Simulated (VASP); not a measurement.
SnPt3: electric field gradients with LDA

SnPt3:

```xyz
4
Lattice="4.0000 0.0000 0.0000 0.0000 4.0000 0.0000 0.0000 0.0000 4.0000" Properties=species:S:1:pos:R:3 pbc="T T T"
Sn    0.0000    0.0000    0.0000
Pt    0.0000    2.0000    2.0000
Pt    2.0000    0.0000    2.0000
Pt    2.0000    2.0000    0.0000
```

* Program: VASP 6.6.1
* Task: electric field gradients
* Functional: LDA
* Potentials or basis: VASP PAW LDA potentials, release 64 (Sn_d, Pt)
* Cutoff: 520 eV
* k mesh: 8 × 8 × 8
* Occupations: fermi-dirac, width 0.05 eV
* Spin: no spin polarisation
* Dipole correction: no
* Further INCAR settings: ALGO = Normal; EDIFF = 1e-08; NBANDS = 30

```json
{
 "Pressure": "-2.9 GPa",
 "Band gap on the k mesh": "zero (band 22 reaches 11.95 eV, above the bottom of band 23 at 11.49 eV)"
}
```

Levels at points of the mesh, in eV from the Fermi level:
```tsv
k point	band 18	band 19	band 20	band 21	band 22	band 23	band 24	band 25	band 26	band 27
(0.00, 0.00, 0.00)	-1.28	-1.23	-1.23	-0.40	0.14	0.14	0.14	2.89	6.28	6.28
(0.50, 0.00, 0.00)	-2.50	-2.50	-2.36	-1.12	0.14	1.80	3.91	3.91	5.38	5.38
(0.50, 0.50, 0.00)	-2.76	-2.60	-2.09	-1.93	-1.56	0.92	0.92	5.11	6.69	7.58
(0.50, 0.50, 0.50)	-2.62	-2.10	-2.10	-0.74	-0.32	-0.32	-0.32	0.88	3.65	3.65
```

Electric field gradients, principal values (V/Å²):
```tsv
atom	least	middle	greatest (by size)
1 Sn	0.000	0.000	0.000
2 Pt	72.666	72.666	-145.331
3 Pt	72.666	72.666	-145.331
4 Pt	72.666	72.666	-145.331
```

It took 22 s on 1 thread of Intel(R) Xeon(R) 6975P-C (Granite Rapids) (shared host), peak memory 0.18 GiB.

Caveat: without QUAD_EFG the Cq values of the log hold for a quadrupole moment of 1 mb, not for the nuclei; spin-orbit coupling is left out, which moves the levels of the heavy elements.
